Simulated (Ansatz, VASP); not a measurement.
**MgO in VASP and in Ansatz**

```
Mg O
1.0
     0.00000    2.12682    2.12682
     2.12682    0.00000    2.12682
     2.12682    2.12682    0.00000
Mg O
1 1
Direct
  0.00000 0.00000 0.00000
  0.50000 0.50000 0.50000
```

Alike in both runs: functional PBE; k mesh 10 × 10 × 10; occupations gaussian, width 0.02 eV; no spin polarisation.

Ansatz relaxed the structure, and its values are those at the end. VASP's run is a single point on that final structure, the one shown.

|  | VASP | Ansatz |
| --- | --- | --- |
| version | VASP 6.6.1 | Ansatz 0.2.0 |
| potentials or method | VASP PAW PBE potentials, release 64 (Mg, O), cutoff 600 eV | scalar-relativistic, plane waves, PAW |
| valence electrons in the cell | 8 | 16 |

```tsv
	VASP	Ansatz	Ansatz less VASP
gap on the k mesh at the Fermi level (eV)	4.45	4.46	+0.016
least direct gap on the mesh (eV)	4.45	4.46	+0.016
pressure (GPa)	-1.0	0.0	+1.03
```

VASP's potentials hold 8 valence electrons a cell and Ansatz's 16, so a difference there can come from the potentials and not from the codes.
